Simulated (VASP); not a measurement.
ZnS:

```
Zn S
1.0
     0.00000    2.55188    2.55188
     2.55188    0.00000    2.55188
     2.55188    2.55188    0.00000
Zn S
1 1
Direct
  0.00000 0.00000 0.00000
  0.50000 0.50000 0.50000
```

- Program: VASP 6.6.1
- Task: relaxation of cell and atoms
- Functional: PBEsol
- Potentials or basis: VASP PAW PBE potentials, release 64 (Zn, S)
- Cutoff: 600 eV
- k mesh: 8 × 8 × 8
- Occupations: fermi-dirac, width 0.02 eV
- Spin: no spin polarisation

At the start: pressure -4.3 GPa; volume 16.62 Å³/atom.

Problem. Where does the relaxation end?

Solution. Over 3 steps the energy falls by 10.8 meV/atom and the volume is 15.84 Å³/atom (-4.7 %); space group Fm-3m (No. 225, to 0.1 Å) before and after.

Step by step:
```tsv
step	energy change (eV)	largest force (eV/Å)	pressure (GPa)	volume (Å³)
1	0.0000	0.0000	-4.26	33.24
2	-0.0187	0.0000	1.79	31.16
3	-0.0216	0.0000	0.00	31.69
```

Final structure:
```yaml
crystal:
  lattice:
    - [0.00000, 2.51157, 2.51157]
    - [2.51157, 0.00000, 2.51157]
    - [2.51157, 2.51157, 0.00000]
  atoms:
    - { symbol: Zn, position: [0.00000, 0.00000, 0.00000] }
    - { symbol: S, position: [0.50000, 0.50000, 0.50000] }
```

Caveat: the PAW data sets were made with another functional, which shifts forces and pressure a little.
